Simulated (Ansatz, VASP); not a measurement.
**C in VASP and in Ansatz**

INCAR

```
SYSTEM = C
  PREC = Accurate
  ENCUT = 520
  EDIFF = 1E-6
  ISMEAR = 0
  SIGMA = 0.1
  LREAL = .False.
  LASPH = .True.
  NELM = 100
  ALGO = Normal
  ISIF = 2
  LWAVE = .False.
  LCHARG = .False.
  LDIPOL = .True.
  IDIPOL = 3
  DIPOL = 0.5 0.5 0.500
  GGA = PE
  IVDW = 12
  NBANDS = 11
```

The input KPOINTS:

```
Automatic mesh
0
Gamma
  21 21 1
  0 0 0
```

The input POSCAR:

```
C
1.0
    2.4230000000      0.0000000000      0.0000000000
   -1.2115000000      2.0983795534      0.0000000000
    0.0000000000      0.0000000000     26.0024170307
C
2
Direct
    0.6666666667      0.3333333333      0.5027497444
    0.3333333333      0.6666666667      0.4972502556
```

Input for Ansatz:

```yaml
crystal:
  lattice:
    - [2.423, 0.0, 0.0]
    - [-1.2115, 2.0983795534, 0.0]
    - [0.0, 0.0, 26.0024170307]
  atoms:
    - { symbol: C, position: [0.6666666667, 0.3333333333, 0.5027497444] }
    - { symbol: C, position: [0.3333333333, 0.6666666667, 0.4972502556] }
  periodic: [true, true, false]
basis:
  ecutwfc: 420
kpoints:
  mp_grid: { grid: [21, 21, 1] }
hamiltonian:
  xc: pbe
  pseudopotentials: { kind: paw, azcp: { folder: soft_1 } }
  dispersion: d3bj
scf:
  occupations: { method: gaussian, width: 0.1 }
output:
  forces: true
  stress: true
  eigenvalues: true
  write_density: true
  write_potential: true
  elf: true
  volumetric_format: npy
```

Alike in both runs: task single point; functional PBE; dispersion D3(BJ); k mesh 21 × 21 × 1; occupations gaussian, width 0.1 eV; no spin polarisation.

```csv
,VASP,Ansatz
version,VASP 6.6.1,Ansatz 0.2.0
potentials or method,"VASP PAW PBE potentials, release 64 (C), cutoff 520 eV","scalar-relativistic, plane waves, PAW"
valence electrons in the cell,8,8
```

Ansatz gave:

| Quantity | Value |
| --- | --- |
| gap on the k mesh at the Fermi level (eV) | none |
| rms of the force components (eV/Å) | 1.382 |

What did VASP give for the same quantities?

gap on the k mesh at the Fermi level (eV): none; rms of the force components (eV/Å): 1.377.

Atom by atom the forces differ by 0.005 eV/Å (rms over components). A gap of «none» marks a metal or a gap that the smearing closes. Ansatz's warnings: xc potential rough in thin density.
